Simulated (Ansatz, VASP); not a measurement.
## Two plane-wave programs on GdN

```
CELL_PARAMETERS angstrom
4.32478 0.00000 0.00000
0.00000 4.32478 0.00000
0.00000 0.00000 3.59382
ATOMIC_POSITIONS crystal
Gd 0.50000 0.00000 0.24396
Gd 0.00000 0.50000 0.75604
N 0.00000 0.00000 0.00000
N 0.50000 0.50000 0.00000
```

Alike in both runs: task single point; functional PBE; k mesh 4 × 4 × 6; occupations gaussian, width 0.05 eV; collinear spin; Hubbard terms Gd f U = 6.0 eV.

```csv
,VASP,Ansatz
version,VASP 6.6.1,Ansatz 0.2.0
potentials or method,"VASP PAW PBE potentials, release 64 (Gd, N), cutoff 520 eV","scalar-relativistic, plane waves, PAW"
valence electrons in the cell,46,46
```

|  | VASP | Ansatz | Ansatz less VASP |
| --- | --- | --- | --- |
| gap on the k mesh at the Fermi level (eV) | 0.29 | 0.25 | -0.039 |
| least direct gap on the mesh (eV) | 0.61 | 0.56 | -0.044 |
| pressure (GPa) | 0.1 | -0.1 | -0.23 |
| traceless stress, the component that is largest in VASP (GPa) | 0.02 | 0.21 | +0.195 |
| rms of the force components (eV/Å) | 0.031 | 0.012 | -0.0183 |
| net moment per atom (μB) | 3.50 | 3.50 | 0.000 |
| size of the moment on the site where the two differ most (μB) | 0.08 | 0.10 | +0.020 |

Site moments also hang on the region over which each program counts them. The programs project onto different local orbitals, so the same U acts differently, and such runs can settle in different states. Atom by atom the forces differ by 0.018 eV/Å (rms over components).

Neither program's run includes spin-orbit coupling.
